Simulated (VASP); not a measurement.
ZnO:

```
Zn O
1.0
     3.20299    0.00000    0.00000
    -1.60149    2.77387    0.00000
     0.00000    0.00000    5.15884
Zn O
2 2
Direct
  0.33333 0.66667 0.99765
  0.66667 0.33333 0.49765
  0.33333 0.66667 0.37735
  0.66667 0.33333 0.87735
```

This cell differs from its parent crystal: strain -1.0%.

Base run:

```yaml
Program: VASP 6.6.1
Functional: PBE
Potentials_or_basis: VASP PAW PBE potentials, release 64 (Zn, O)
Cutoff: 520 eV
k_mesh: 12 × 12 × 6
Occupations: fermi-dirac, width 0.02 eV
Spin: no spin polarisation
```

Its results: band gap on the k mesh 0.84 eV, direct; pressure 12.4 GPa; largest force 0.005 eV/Å.

The run is repeated on the same cell with these changes: functional from PBE to r2SCAN; occupations from fermi-dirac, width 0.02 eV to gaussian, width 0.01 eV. What comes out?

Band gap on the k mesh 1.28 eV, direct; pressure 6.1 GPa; largest force 0.006 eV/Å.

Caveats: the PAW data sets were made with another functional, which shifts forces and pressure a little (some runs).

